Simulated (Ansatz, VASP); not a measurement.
# B5As2 in VASP and in Ansatz

```
B As
1.0
     3.20000    0.00000    0.00000
    -1.60000    2.77128    0.00000
     0.00000    0.00000    9.00000
B As
5 2
Direct
  0.00000 0.00000 0.00000
  0.66667 0.33333 0.00000
  0.33333 0.66667 0.00000
  0.00000 0.00000 0.40300
  0.00000 0.00000 0.59700
  0.66667 0.33333 0.66400
  0.33333 0.66667 0.33600
```

Alike in both runs: task relaxation of cell and atoms; functional PBE; k mesh 6 × 6 × 2; occupations gaussian, width 0.2 eV; no spin polarisation.

```csv
,VASP,Ansatz
version,VASP 6.6.1,Ansatz 0.2.0
potentials or method,"VASP PAW PBE potentials, release 64 (B, As), cutoff 600 eV","scalar-relativistic, plane waves, PAW"
valence electrons in the cell,25,45
```

VASP gave:

* gap on the k mesh at the Fermi level, each at its own relaxed structure (eV): none
* relaxed volume (Å³/atom): 10.67
* relaxed cell length with the largest relative difference (Å): 8.587

What did Ansatz give for the same quantities?

gap on the k mesh at the Fermi level, each at its own relaxed structure (eV): none; relaxed volume (Å³/atom): 10.63; relaxed cell length with the largest relative difference (Å): 8.572.

A gap of «none» marks a metal or a gap that the smearing closes. VASP's potentials hold 25 valence electrons a cell and Ansatz's 45, so a difference there can come from the potentials and not from the codes.

The k mesh is coarse, so the values compare programs but aren't converged.
